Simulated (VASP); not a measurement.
A run of VASP 6.6.1:

The input INCAR:

```
  PREC = Accurate
  ENCUT = 520
  EDIFF = 1E-6
  ISMEAR = 0
  SIGMA = 0.15
  LREAL = False
  LASPH = True
  NELM = 80
  ALGO = Normal
  ISIF = 2
  LWAVE = False
  LCHARG = True
  GGA = PS
  LELF = True
  LVHAR = True
  NBANDS = 16
```

The input KPOINTS:

```
Automatic mesh
0
Gamma
  6 6 6
```

POSCAR

```
InP
1.0
    0.0000000000      3.2958567472      2.1423068857
    3.2958567472      0.0000000000      2.1423068857
    3.2958567472      3.2958567472      0.0000000000
In P
1 1
Direct
    0.0000000000      0.0000000000      0.0000000000
    0.5000000000      0.5000000000      0.5000000000
```

Potentials or basis: VASP PAW PBE potentials, release 64 (In_d, P).

Launch:

```sh
$ cat potpaw_PBE.64/In_d/POTCAR potpaw_PBE.64/P/POTCAR > POTCAR
$ mpirun -np 1 vasp_std > vasp.out
```

Hardware: 1 thread of AMD EPYC 7R13 Processor (Zen 3), on a shared host.

Q: How long does it take, and how much memory?

A: Wall time 29 s on 1 thread of AMD EPYC 7R13 Processor (Zen 3), on a shared host, peak memory 0.15 GiB. Counts: scf iterations 13, k points 30.
